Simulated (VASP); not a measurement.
# BaTiO3 (Pm-3m) in VASP: single point with RPBE+D3(BJ)

Aim: the single point of BaTiO3 with RPBE+D3(BJ).

Everything below comes from runs of VASP 6.6.1. Logs are shortened: lines on timing, memory, paths and dates and some standing lists are left out, and cuts for length are marked.

**1. The cell of the first run**

Symmetry: Pm-3m, No. 221, cubic system. Conventional cell: a = 3.860 Å, b = 3.860 Å, c = 3.860 Å, α = 90.00°, β = 90.00°, γ = 90.00°. Within 3.6 Å of Ba (site symmetry m-3m) lie 12 O at 2.73 Å and 8 Ti at 3.34 Å. Ti (site symmetry m-3m) has 6 O at 1.93 Å within 2.6 Å. O (site symmetry 4/mmm) has 2 Ti at 1.93 Å within 2.6 Å.

**2. Single point, RPBE+D3(BJ)**

INCAR reads:

```
ALGO = Normal ; EDIFF = 1E-7
ENCUT = 520 ; GGA = RP
ISIF = 2 ; ISMEAR = -1
IVDW = 12 ; LASPH = True
LCHARG = True ; LELF = True
LREAL = False ; LVHAR = True
LWAVE = False ; NBANDS = 51
NELM = 100 ; PREC = Accurate
SIGMA = 0.05
```

KPOINTS reads:

```
k-points
0
Gamma
  7 7 6
```

POSCAR reads:

```
BaTiO3
1.0
    3.8599579621     -2.7285828388     -2.7295015527
   -3.8587462847     -2.7298416950      2.7299193775
   -3.8606573917      2.7281530718     -2.7289372856
Ba Ti O
2 2 6
Direct
    1.0007562751      0.5000003911      0.5007552090
    1.0007567709      1.0000001330      0.0007556916
    0.5007589333      0.2500002374      0.7507549718
    0.5007589227      0.7500002100      0.2507549670
    0.5007519832      0.4999983895      0.0007549212
    0.5007542519     -0.0000006540      0.5007560633
    0.5007563844      0.5000012604      0.5007579509
    0.5007560340      1.0000010633      1.0007579303
    0.0007551969     -0.0000007161      0.5007555599
    0.0007552478      0.4999996855      0.0007567351
```

Potentials or basis: VASP PAW PBE potentials, release 64 (Ba_sv, Ti_sv, O).

The run is started by

```sh
cat potpaw_PBE.64/Ba_sv/POTCAR potpaw_PBE.64/Ti_sv/POTCAR potpaw_PBE.64/O/POTCAR > POTCAR
mpirun -np 1 vasp_std > vasp.out
```

OUTCAR:

```text
EDIFF = 1E-7
   ENCUT = 520
   GGA = RP
   ISIF = 2
   ISMEAR = -1
   IVDW = 12
   LASPH = True
   LREAL = False
   NELM = 100
   PREC = Accurate
 IVDW          = 12

 ion  position               nearest neighbor table
   1  0.001  0.500  0.501-   6 2.73   8 2.73  10 2.73   9 2.73   5 2.73   7 2.73   9 2.73   6 2.73
                             5 2.73   8 2.73   7 2.73  10 2.73   4 3.34   3 3.34   3 3.34   4 3.34
   2  0.001  0.000  0.001-   5 2.73   7 2.73   8 2.73  10 2.73  10 2.73   6 2.73   9 2.73   6 2.73
                             9 2.73   7 2.73   5 2.73   8 2.73   4 3.34   3 3.34   3 3.34   4 3.34
   3  0.501  0.250  0.751-   6 1.93  10 1.93   7 1.93   8 1.93   9 1.93   5 1.93   1 3.34   1 3.34
                             2 3.34   2 3.34   2 3.34   1 3.34   1 3.34   2 3.34
   4  0.501  0.750  0.251-   5 1.93   9 1.93   8 1.93   7 1.93  10 1.93   6 1.93   1 3.34   2 3.34
                             2 3.34   1 3.34   1 3.34   2 3.34   2 3.34   1 3.34
   5  0.501  0.500  0.001-   4 1.93   3 1.93   2 2.73   1 2.73   1 2.73   2 2.73
   6  0.501  1.000  0.501-   3 1.93   4 1.93   1 2.73   2 2.73   1 2.73   2 2.73
   7  0.501  0.500  0.501-   3 1.93   4 1.93   2 2.73   1 2.73   2 2.73   1 2.73
   8  0.501  0.000  0.001-   4 1.93   3 1.93   1 2.73   2 2.73   1 2.73   2 2.73
   9  0.001  1.000  0.501-   4 1.93   3 1.93   1 2.73   1 2.73   2 2.73   2 2.73
  10  0.001  0.500  0.001-   3 1.93   4 1.93   1 2.73   2 2.73   2 2.73   1 2.73

  LATTYP: Found a face centered cubic cell.
 ALAT       =     7.7194065191

  Lattice vectors:

 A1 = (  -3.8599579621,   2.7285828388,   2.7295015527)
 A2 = (  -0.0012116774,   5.4584245338,  -0.0004178248)
 A3 = (  -3.8606573917,   2.7281530718,  -2.7289372856)

Analysis of symmetry for initial positions (statically):
=====================================================================
 Subroutine PRICEL returns following result:

  LATTYP: Found a simple cubic cell.
 ALAT       =     3.8596983018

  Lattice vectors:

 A1 = (   0.0002569911,  -2.7294291716,  -2.7290084852)
 A2 = (   0.0009564207,  -2.7289994046,   2.7294303531)
 A3 = (  -3.8597009710,  -0.0008463328,   0.0004930675)

   2 primitive cells build up your supercell.

 Routine SETGRP: Setting up the symmetry group for a
 face centered cubic supercell.

 Subroutine GETGRP returns: Found 48 space group operations
 (whereof  4 operations were pure point group operations)
 out of a pool of 48 trial point group operations.

The static configuration has the point symmetry C_2v.
 The point group associated with its full space group is O_h .

Analysis of symmetry for dynamics (positions and initial velocities):
=====================================================================
 Subroutine PRICEL returns following result:

  LATTYP: Found a simple cubic cell.
 ALAT       =     3.8596983018

  Lattice vectors:

 A1 = (   0.0002569911,  -2.7294291716,  -2.7290084852)
 A2 = (   0.0009564207,  -2.7289994046,   2.7294303531)
 A3 = (  -3.8597009710,  -0.0008463328,   0.0004930675)

   2 primitive cells build up your supercell.

 Routine SETGRP: Setting up the symmetry group for a
 face centered cubic supercell.

 Subroutine GETGRP returns: Found 48 space group operations
 (whereof  4 operations were pure point group operations)
 out of a pool of 48 trial point group operations.

The dynamic configuration has the point symmetry C_2v.
 The point group associated with its full space group is O_h .

 Subroutine INISYM returns: Found 48 space group operations
 (whereof  4 operations are pure point group operations),
 and found     2 'primitive' translations

----------------------------------------------------------------------------------------

                                     Primitive cell

  volume of cell :      57.4989

  direct lattice vectors                    reciprocal lattice vectors
     0.000256991 -2.729429172 -2.729008485     0.000016773 -0.183217065 -0.183188142
     0.000956421 -2.728999405  2.729430353     0.000063574 -0.183188736  0.183216981
    -3.859700971 -0.000846333  0.000493068    -0.259087412 -0.000057593  0.000033203

  length of vectors
     3.859698302  3.859692827  3.859701095     0.259087608  0.259087975  0.259087420

  position of ions in fractional coordinates (direct lattice)
     0.000756275  0.999244441  0.999999550
     0.500758933  0.499244895  0.499996388
     0.500751983  0.499242728  0.000001552
[... 46 lines left out ...]
|                                                                             |
|     Results are often still useful ...                                      |
|                                                                             |
 -----------------------------------------------------------------------------

 WARNING: IBZKPT: internal override: KBLOWUP is changed to .FALSE.
      ... skipping the blow-up phase ...

 Subroutine IBZKPT returns following result:
 ===========================================

 Found     88 irreducible k-points:

 Following reciprocal coordinates:
            Coordinates               Weight
  0.000000  0.000000  0.000000      1.000000
  0.142857  0.000000  0.000000      2.000000
  0.285714 -0.000000  0.000000      2.000000
  0.428571  0.000000  0.000000      2.000000
  0.000000  0.142857 -0.000000      4.000000
  0.142857  0.142857 -0.000000      4.000000
[... 16 lines left out ...]
 -0.142857  0.000000  0.166667      2.000000
  0.000000  0.142857  0.166667      4.000000
 [... further k-points ...]
   k-points           NKPTS =     88   k-points in BZ     NKDIM =     88   number of bands    NBANDS=     51
   number of dos      NEDOS =    301   number of ions     NIONS =     10
   total plane-waves  NPLWV =  74088
   dimension x,y,z NGX =    42 NGY =   42 NGZ =   42
   dimension x,y,z NGXF=    84 NGYF=   84 NGZF=   84
   ions per type =               2   2   6
   NGX,Y,Z   is equivalent  to a cutoff of  12.79, 12.79, 12.79 a.u.
   NGXF,Y,Z  is equivalent  to a cutoff of  25.58, 25.58, 25.58 a.u.
 SYSTEM =  unknown system
   PREC   = accura    normal or accurate (medium, high low for compatibility)
   ISTART =      0    job   : 0-new  1-cont  2-samecut
   ICHARG =      2    charge: 1-file 2-atom 10-const
   ISPIN  =      1    spin polarized calculation?
   LNONCOLLINEAR =      F non collinear calculations
   LSORBIT =      F    spin-orbit coupling
   LASPH  =      T    aspherical Exc in radial PAW
   ENCUT  =  520.0 eV  38.22 Ry    6.18 a.u.  10.15 10.15 10.15*2*pi/ulx,y,z
   NELM   =    100;   NELMIN=  2; NELMDL= -5     # of ELM steps
   EDIFF  = 0.1E-06   stopping-criterion for ELM
   LREAL  =      F    real-space projection
   EDIFFG = 0.1E-05   stopping-criterion for IOM
   NSW    =      0    number of steps for IOM
   IBRION =     -1    ionic relax: 0-MD 1-quasi-New 2-CG
   NFREE  =      0    steps in history (QN), initial steepest desc. (CG)
   ISIF   =      2    stress and relaxation
   ISYM   =      2    0-nonsym 1-usesym 2-fastsym
   POTIM  = 0.5000    time-step for ionic-motion
   TEBEG  =    0.0;   TEEND  =   0.0 temperature during run
   PSTRESS=    0.0 pullay stress
   NELECT =      80.0000    total number of electrons
   NUPDOWN=      -1.0000    fix difference up-down
   EMIN   =  10.00;   EMAX   =-10.00  energy-range for DOS
   EFERMI =   0.00;   METHOD = LEGACY
   ISMEAR =    -1;   SIGMA  =   0.05  broadening in eV -4-tet -1-fermi 0-gaus
   EFERMI_NEDOS =   21; number of points for ismear=-14 and -15
   IALGO  =     38    algorithm
   IMIX   =      4    mixing-type and parameters
     AMIX     =   0.40;   BMIX     =  1.00
     AMIX_MAG =   1.60;   BMIX_MAG =  1.00
  volume/ion in A,a.u.               =      11.50        77.60
  Fermi-wavevector in a.u.,A,eV,Ry     =   1.450580  2.741198 28.629133  2.104182
  Thomas-Fermi vector in A             =   2.568176
   LORBIT       =      0    0 simple, 1 ext, 2 COOP (PROOUT), +10 PAW based schemes
   GGA     = RP    functional components
   LHFCALC =     F    Hartree Fock is set to
   AEXX    =    0.0000 exact exchange contribution
   IVDW    =    12    specifies the selected vdW correction
   LEPSILON=     F    determine dielectric tensor
   LRPA    =     F    only Hartree local field effects (RPA)
 non-spin polarized calculation
  energy-cutoff  :      520.00
  volume of cell :      115.00
 maximum number of plane-waves:      3123
 NGX is ok and might be reduce to    42
   NGX = 21   NGY = 21   NGZ = 21

 number of electron      79.9999975 magnetization

 Free energy of the ion-electron system (eV)
  ---------------------------------------------------
  ext. energy  EPLUGINS =         0.00000000
  ---------------------------------------------------
  free energy    TOTEN  =       -74.05248161 eV

  energy without entropy =      -74.05248161  energy(sigma->0) =      -74.05248161

 E-fermi :   5.8779     XC(G=0): -11.6597

 val. band max:        4.8546240064   @ k =   0.0000   0.0000   0.0000
 cond. band min:       6.8487554662   @ k =   0.0000   0.0000   0.0000
 fundamental gap:      1.9941314597
 Fermi energy:         5.8779430397

 k-point     1 :       0.0000    0.0000    0.0000
  band No.  band energies     occupation
      1     -51.4570      2.00000
      2     -51.4513      2.00000
      3     -27.7424      2.00000
      4     -27.7424      2.00000
      5     -27.7424      2.00000
      6     -27.6632      2.00000
[... 1285 lines left out ...]
     50      11.1760      0.00000
     51      12.7073      0.00000

 [... further k-points ...]

------------------------ aborting loop because EDIFF is reached ----------------------------------------

 Edisp (eV)  -18.30005

 E6    (eV) :    -5.4338

 E8    (eV) :   -12.8663

  FORCE on cell =-STRESS in cart. coord.  units (eV):
  Direction    XX          YY          ZZ          XY          YZ          ZX
  --------------------------------------------------------------------------------------
  -------------------------------------------------------------------------------------
  Total       1.88209     1.88208     1.88209    -0.00001     0.00000     0.00000
  in kB      26.22171    26.22154    26.22167    -0.00008     0.00006     0.00002
  external pressure =       26.22 kB  Pullay stress =        0.00 kB

 VOLUME and BASIS-vectors are now :
 -----------------------------------------------------------------------------
  energy-cutoff  :      520.00
  volume of cell :      115.00
      direct lattice vectors                 reciprocal lattice vectors
     3.859957962 -2.728582839 -2.729501553     0.000016773 -0.183217065 -0.183188142
    -3.858746285 -2.729841695  2.729919377    -0.129503599 -0.183231791  0.000031021
    -3.860657392  2.728153072 -2.728937286    -0.129566981 -0.000042784 -0.183185960

 POSITION                                       TOTAL-FORCE (eV/Angst)
 -----------------------------------------------------------------------------------
     -3.85970     -0.00085     -0.00363         0.000000     -0.000000     -0.000000
      0.00000     -0.00000     -0.00413         0.000000      0.000000      0.000000
     -1.93019     -0.00065     -2.73311        -0.000000      0.000000      0.000000
     -1.92923     -2.72965     -0.00368         0.000000     -0.000000      0.000000
      0.00060     -2.72920     -0.00391        -0.000000     -0.000000     -0.000000
     -3.85910     -2.73005     -0.00342        -0.000000     -0.000000     -0.000000
     -1.92973     -1.36514     -1.36839        -0.000000     -0.000000      0.000000
      1.92997     -1.36429     -1.36888        -0.000000      0.000000      0.000000
     -5.78907     -1.36576      1.36133         0.000000      0.000000      0.000000
     -1.92938     -1.36492      1.36083         0.000000      0.000000     -0.000000
 -----------------------------------------------------------------------------------
    total drift:                                0.014599     -0.005745     -0.007706

  FREE ENERGIE OF THE ION-ELECTRON SYSTEM (eV)
  ---------------------------------------------------
  free  energy   TOTEN  =       -92.3525268702 eV

  energy  without entropy=      -92.3525268699  energy(sigma->0) =      -92.35252687
```

Run time: 16 min. Hardware: 1 thread of Oxide Virtual Turin-like, shared host; peak memory 0.52 GiB.

What came out:

```
Free energy                : -92.3525 eV
Pressure                   : 2.6 GPa
Band gap on the k mesh     : 1.99 eV
Dispersion energy per atom : -1.830 eV
```

Levels at points of the mesh, in eV from the valence-band top:
| k point | band 38 | band 39 | band 40 | band 41 | band 42 | band 43 |
| --- | --- | --- | --- | --- | --- | --- |
| (0.00, 0.00, 0.00) | 0.00 | 0.00 | 0.00 | 1.99 | 1.99 | 1.99 |
| (0.00, 0.00, 0.50) | -0.74 | -0.67 | -0.67 | 3.67 | 3.67 | 3.67 |

Caveat: the dispersion term is far too large for a dense solid, which distorts pressure and volume; the PAW data sets were made with another functional, which shifts forces and pressure a little; spin-orbit coupling is left out, which moves the levels of the heavy elements.
